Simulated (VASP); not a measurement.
# BN (P6_3mc) in VASP: further runs, part 3 of 3

VASP 6.6.1. The steps go on from the part before.

**7. Relaxation of cell and atoms, PBEsol**

This run uses another cell than the first one, of 5.96 Å³/atom.

Input file INCAR:

```
PREC = Accurate
ENCUT = 600
EDIFF = 1E-6
ISMEAR = -1
SIGMA = 0.02
LREAL = False
LASPH = True
NELM = 80
ALGO = Normal
ISIF = 3
LWAVE = False
LCHARG = False
GGA = PS
IBRION = 2
NSW = 80
EDIFFG = -0.005
```

Input file KPOINTS:

```
regular mesh
0
Gamma
  12 12 4
```

Input file POSCAR:

```
BN
1.0
    2.5584475423      0.0000000000      0.0000000000
   -1.2792237712      2.2156805659      0.0000000000
    0.0000000000      0.0000000000      8.4089442464
B N
4 4
Direct
    0.0000000000      0.0000000000      0.0003724740
    0.3333333333      0.6666666667      0.2497003555
    0.0000000000      0.0000000000      0.5003724740
    0.6666666667      0.3333333333      0.7497003555
    0.0000000000      0.0000000000      0.1870105289
    0.3333333333      0.6666666667      0.4379166416
    0.0000000000      0.0000000000      0.6870105289
    0.6666666667      0.3333333333      0.9379166416
```

Potentials or basis: VASP PAW PBE potentials, release 64 (B, N).

Run with:

```
$ cat potpaw_PBE.64/B/POTCAR potpaw_PBE.64/N/POTCAR > POTCAR
$ mpirun -np 1 vasp_std > vasp.out
```

OUTCAR:

```text
PREC = Accurate
   ENCUT = 600
   EDIFF = 1E-6
   ISMEAR = -1
   LREAL = False
   LASPH = True
   NELM = 80
   ISIF = 3
   GGA = PS
   IBRION = 2
   NSW = 80
   EDIFFG = -0.005

 ion  position               nearest neighbor table
   1  0.000  0.000  0.000-   8 1.57   8 1.57   8 1.57   5 1.57
   2  0.333  0.667  0.250-   5 1.57   5 1.57   5 1.57   6 1.58
   3  0.000  0.000  0.500-   6 1.57   6 1.57   6 1.57   7 1.57
   4  0.667  0.333  0.750-   7 1.57   7 1.57   7 1.57   8 1.58
   5  0.000  0.000  0.187-   2 1.57   2 1.57   2 1.57   1 1.57
   6  0.333  0.667  0.438-   3 1.57   3 1.57   3 1.57   2 1.58
   7  0.000  0.000  0.687-   4 1.57   4 1.57   4 1.57   3 1.57
   8  0.667  0.333  0.938-   1 1.57   1 1.57   1 1.57   4 1.58

  LATTYP: Found a hexagonal cell.
 ALAT       =     2.5584475423
 C/A-ratio  =     3.2867370182

  Lattice vectors:

 A1 = (   2.5584475423,   0.0000000000,   0.0000000000)
 A2 = (  -1.2792237712,   2.2156805659,   0.0000000000)
 A3 = (   0.0000000000,   0.0000000000,   8.4089442464)

Analysis of symmetry for initial positions (statically):
=====================================================================
 Subroutine PRICEL returns:
 Original cell was already a primitive cell.

 Routine SETGRP: Setting up the symmetry group for a
 hexagonal supercell.

 Subroutine GETGRP returns: Found 12 space group operations
 (whereof  6 operations were pure point group operations)
 out of a pool of 24 trial point group operations.

The static configuration has the point symmetry C_3v.
 The point group associated with its full space group is C_6v.

Analysis of symmetry for dynamics (positions and initial velocities):
=====================================================================
 Subroutine PRICEL returns:
 Original cell was already a primitive cell.

 Routine SETGRP: Setting up the symmetry group for a
 hexagonal supercell.

 Subroutine GETGRP returns: Found 12 space group operations
 (whereof  6 operations were pure point group operations)
 out of a pool of 24 trial point group operations.

The dynamic configuration has the point symmetry C_3v.
 The point group associated with its full space group is C_6v.

 Subroutine INISYM returns: Found 12 space group operations
 (whereof  6 operations are pure point group operations),
 and found     1 'primitive' translations

----------------------------------------------------------------------------------------

                                     Primitive cell

  volume of cell :      47.6678

  direct lattice vectors                    reciprocal lattice vectors
     2.558447542  0.000000000  0.000000000     0.390862030  0.225664298  0.000000000
    -1.279223771  2.215680566  0.000000000     0.000000000  0.451328596  0.000000000
     0.000000000  0.000000000  8.408944246     0.000000000  0.000000000  0.118920993

  length of vectors
     2.558447542  2.558447542  8.408944246     0.451328596  0.451328596  0.118920993

  position of ions in fractional coordinates (direct lattice)
     0.000000000  0.000000000  0.000372474
     0.333333333  0.666666667  0.249700356
     0.000000000  0.000000000  0.500372474
     0.666666667  0.333333333  0.749700356
     0.000000000  0.000000000  0.187010529
     0.333333333  0.666666667  0.437916642
[... 65 lines left out ...]
  0.333333 -0.000000  0.250000     12.000000
 [... further k-points ...]
   k-points           NKPTS =     57   k-points in BZ     NKDIM =     57   number of bands    NBANDS=     21
   number of dos      NEDOS =    301   number of ions     NIONS =      8
   total plane-waves  NPLWV =  28000
   dimension x,y,z NGX =    20 NGY =   20 NGZ =   70
   dimension x,y,z NGXF=    40 NGYF=   40 NGZF=  140
   ions per type =               4   4
   NGX,Y,Z   is equivalent  to a cutoff of  13.00, 13.00, 13.84 a.u.
   NGXF,Y,Z  is equivalent  to a cutoff of  25.99, 25.99, 27.68 a.u.
 SYSTEM =  unknown system
   PREC   = accura    normal or accurate (medium, high low for compatibility)
   ISTART =      0    job   : 0-new  1-cont  2-samecut
   ICHARG =      2    charge: 1-file 2-atom 10-const
   ISPIN  =      1    spin polarized calculation?
   LNONCOLLINEAR =      F non collinear calculations
   LSORBIT =      F    spin-orbit coupling
   LASPH  =      T    aspherical Exc in radial PAW
   ENCUT  =  600.0 eV  44.10 Ry    6.64 a.u.   5.11  5.11 16.79*2*pi/ulx,y,z
   NELM   =     80;   NELMIN=  2; NELMDL= -5     # of ELM steps
   EDIFF  = 0.1E-05   stopping-criterion for ELM
   LREAL  =      F    real-space projection
   EDIFFG = -.5E-02   stopping-criterion for IOM
   NSW    =     80    number of steps for IOM
   IBRION =      2    ionic relax: 0-MD 1-quasi-New 2-CG
   NFREE  =      1    steps in history (QN), initial steepest desc. (CG)
   ISIF   =      3    stress and relaxation
   ISYM   =      2    0-nonsym 1-usesym 2-fastsym
   POTIM  = 0.5000    time-step for ionic-motion
   TEBEG  =    0.0;   TEEND  =   0.0 temperature during run
   PSTRESS=    0.0 pullay stress
   NELECT =      32.0000    total number of electrons
   NUPDOWN=      -1.0000    fix difference up-down
   EMIN   =  10.00;   EMAX   =-10.00  energy-range for DOS
   EFERMI =   0.00;   METHOD = LEGACY
   ISMEAR =    -1;   SIGMA  =   0.02  broadening in eV -4-tet -1-fermi 0-gaus
   EFERMI_NEDOS =   21; number of points for ismear=-14 and -15
   IALGO  =     38    algorithm
   IMIX   =      4    mixing-type and parameters
     AMIX     =   0.40;   BMIX     =  1.00
     AMIX_MAG =   1.60;   BMIX_MAG =  1.00
  volume/ion in A,a.u.               =       5.96        40.21
  Fermi-wavevector in a.u.,A,eV,Ry     =   1.433452  2.708831 27.957037  2.054784
  Thomas-Fermi vector in A             =   2.552968
   LORBIT       =      0    0 simple, 1 ext, 2 COOP (PROOUT), +10 PAW based schemes
   GGA     = PS    functional components
   LHFCALC =     F    Hartree Fock is set to
   AEXX    =    0.0000 exact exchange contribution
   IVDW    =     0    specifies the selected vdW correction
   LEPSILON=     F    determine dielectric tensor
   LRPA    =     F    only Hartree local field effects (RPA)
 conjugate gradient relaxation of ions
 non-spin polarized calculation
  energy-cutoff  :      600.00
  volume of cell :       47.67
 maximum number of plane-waves:      1614
   NGX = 11   NGY = 11   NGZ = 33

--------------------------------------- Ionic step        1  -------------------------------------------

 number of electron      31.9999999 magnetization

 Free energy of the ion-electron system (eV)
  ---------------------------------------------------
  ext. energy  EPLUGINS =         0.00000000
  ---------------------------------------------------
  free energy    TOTEN  =       -73.33835247 eV

  energy without entropy =      -73.33835247  energy(sigma->0) =      -73.33835247

------------------------ aborting loop because EDIFF is reached ----------------------------------------

  FORCE on cell =-STRESS in cart. coord.  units (eV):
  Direction    XX          YY          ZZ          XY          YZ          ZX
  --------------------------------------------------------------------------------------
  -------------------------------------------------------------------------------------
  Total       -1.6622243     -1.6622243     -1.6558583      0.0000000      0.0000000      0.0000000
  in kB      -55.8695380    -55.8695380    -55.6555667      0.0000000      0.0000000      0.0000000
  external PRESSURE =     -55.7982142 kB  Pullay stress =       0.0000000 kB
[... 197 lines left out ...]
--------------------------------------- Ionic step        6  -------------------------------------------

 number of electron      31.9999999 magnetization

 Free energy of the ion-electron system (eV)
  ---------------------------------------------------
  ext. energy  EPLUGINS =         0.00000000
  ---------------------------------------------------
  free energy    TOTEN  =       -73.35072005 eV

  energy without entropy =      -73.35072005  energy(sigma->0) =      -73.35072005

 E-fermi :   7.8975     XC(G=0): -13.0412

 val. band max:        7.5136679840   @ k =   0.0000   0.0000   0.0000
 cond. band min:      12.8699039280   @ k =   0.5000  -0.0000   0.0000
 fundamental gap:      5.3562359440
 Fermi energy:         7.8975157315

 k-point     1 :       0.0000    0.0000    0.0000
  band No.  band energies     occupation
      1     -12.8968      2.00000
      2     -11.4477      2.00000
      3     -11.3773      2.00000
      4      -8.6308      2.00000
      5      -3.4387      2.00000
      6       1.8268      2.00000
[... 565 lines left out ...]
     20      17.0075      0.00000
     21      17.6838      0.00000

 [... further k-points ...]

------------------------ aborting loop because EDIFF is reached ----------------------------------------

  FORCE on cell =-STRESS in cart. coord.  units (eV):
  Direction    XX          YY          ZZ          XY          YZ          ZX
  --------------------------------------------------------------------------------------
  -------------------------------------------------------------------------------------
  Total       -0.0008636     -0.0008636      0.0051626      0.0000000      0.0000000      0.0000000
  in kB       -0.0294589     -0.0294589      0.1761127      0.0000000      0.0000000      0.0000000
  external PRESSURE =       0.0390650 kB  Pullay stress =       0.0000000 kB
[... 23 lines left out ...]
  FREE ENERGIE OF THE ION-ELECTRON SYSTEM (eV)
  ---------------------------------------------------
  free  energy   TOTEN  =       -73.3507200456 eV

  energy  without entropy=      -73.3507200456  energy(sigma->0) =      -73.35072005

 reached required accuracy - stopping structural energy minimisation
```

Run time: 4.4 min. Hardware: 1 thread of Intel Xeon 8259CL, shared host; peak memory 0.2 GiB.

Results:

```
Free energy                           : -73.3507 eV
Relaxed volume                        : 5.87 Å³/atom
Relaxed cell                          : a = 2.546 Å, b = 2.546 Å, c = 8.368 Å, α = 90.00°, β = 90.00°, γ = 120.00°
Space group after relaxing (to 0.1 Å) : P6_3mc (No. 186)
Energy gained by relaxing             : 1.5 meV/atom
Ionic steps                           : 6
Pressure after relaxing               : 0.0 GPa
Band gap on the k mesh                : 5.36 eV (least direct gap 7.40 eV)
```

The path:
```
step  energy change (eV)  largest force (eV/Å)  pressure (GPa)  volume (Å³)
   1              0.0000                0.0066           -5.58        47.67
   2              0.0011                0.0183            6.12        46.25
   3             -0.0124                0.0071           -0.01        46.97
   4             -0.0124                0.0073            0.10        46.95
   5             -0.0124                0.0078           -0.08        46.98
   6             -0.0124                0.0009            0.00        46.97
```

Final structure:
```
B N
1.0
     2.54579    0.00000    0.00000
    -1.27290    2.20472    0.00000
     0.00000    0.00000    8.36777
B N
4 4
Direct
  0.00000 0.00000 0.00040
  0.33333 0.66667 0.24971
  0.00000 0.00000 0.50040
  0.66667 0.33333 0.74971
  0.00000 0.00000 0.18698
  0.33333 0.66667 0.43791
  0.00000 0.00000 0.68698
  0.66667 0.33333 0.93791
```

Caveat: the PAW data sets were made with another functional, which shifts forces and pressure a little. A k mesh can miss the band edges.

**8. Summary**

```tsv
task	level	potentials or basis	cell	cutoff (eV)	smearing	gap on the mesh (eV)	pressure (GPa)	relaxed volume (Å³/atom)
single point	LDA	VASP PAW LDA potentials, release 64 (B, N)	a = 2.548, b = 2.548, c = 8.375 Å, angles 90.0, 90.0, 120.0°, 8 atoms	520	gaussian 0.01 eV	5.41	-8.5	-
single point	PBE	VASP PAW PBE potentials, release 64 (B, N)	a = 2.558, b = 2.558, c = 8.409 Å, angles 90.0, 90.0, 120.0°, 8 atoms	520	fermi-dirac 0.02 eV	5.49	0.3	-
single point	r2SCAN	VASP PAW PBE potentials, release 64 (B, N)	a = 2.548, b = 2.548, c = 8.375 Å, angles 90.0, 90.0, 120.0°, 8 atoms	520	fermi-dirac 0.02 eV	6.06	1.1	-
single point	r2SCAN	VASP PAW PBE potentials, release 64 (B, N)	a = 2.548, b = 2.548, c = 8.375 Å, angles 90.0, 90.0, 120.0°, 8 atoms	520	gaussian 0.01 eV	6.06	1.1	-
relaxation of cell and atoms	PBE	VASP PAW PBE potentials, release 64 (B, N)	relaxed from a = 2.384, b = 2.384, c = 7.787 Å, angles 90.0, 90.0, 120.0°, 8 atoms	600	fermi-dirac 0.02 eV	5.49	0.0	5.96
relaxation of cell and atoms	PBEsol	VASP PAW PBE potentials, release 64 (B, N)	relaxed from a = 2.558, b = 2.558, c = 8.409 Å, angles 90.0, 90.0, 120.0°, 8 atoms	600	fermi-dirac 0.02 eV	5.36	0.0	5.87
```

Alike in all rows: no spin polarisation; k mesh 12 × 12 × 4.

Caveats: the PAW data sets were made with another functional, which shifts forces and pressure a little (at least some runs); the cell stands under tension (at least some runs); the volume moved by over 15 % at a fixed basis, so the end points are rough (at least some runs).

Absolute energies hang on the potentials; compare differences alone.
